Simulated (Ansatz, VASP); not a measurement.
**Two plane-wave programs on SnSe2**

```xyz
3
Lattice="3.6721 0.0000 0.0000 -1.8361 3.1802 0.0000 0.0000 0.0000 6.4276" Properties=species:S:1:pos:R:3 pbc="T T T"
Sn    0.0000    0.0000    0.0000
Se    0.0000    2.1201    1.6254
Se    1.8361    1.0601    4.8022
```

Change from the starting cell: epitaxial_xy strain -4.0%.

Alike in both runs: task single point; functional r2SCAN; k mesh 12 × 12 × 4; no spin polarisation.

```csv
,VASP,Ansatz
version,VASP 6.6.1,Ansatz 0.2.0
potentials or method,"VASP PAW PBE potentials, release 64 (Sn_d, Se)","plane waves, PAW"
plane-wave cutoff (eV),520,500
occupations,"gaussian, width 0.01 eV",fixed
valence electrons in the cell,26,46
```

|  | VASP | Ansatz | Ansatz less VASP |
| --- | --- | --- | --- |
| gap on the k mesh at the Fermi level (eV) | 0.71 | 0.70 | -0.004 |
| pressure (GPa) | 5.3 | 5.2 | -0.08 |
| traceless stress, the component that is largest in VASP (GPa) | -4.26 | -4.26 | -0.004 |
| rms of the force components (eV/Å) | 0.008 | 0.016 | +0.0083 |

VASP's potentials were made for PBE, not for r2SCAN. Atom by atom the forces differ by 0.008 eV/Å (rms over components). VASP's potentials hold 26 valence electrons a cell and Ansatz's 46, so a difference there can come from the potentials and not from the codes.
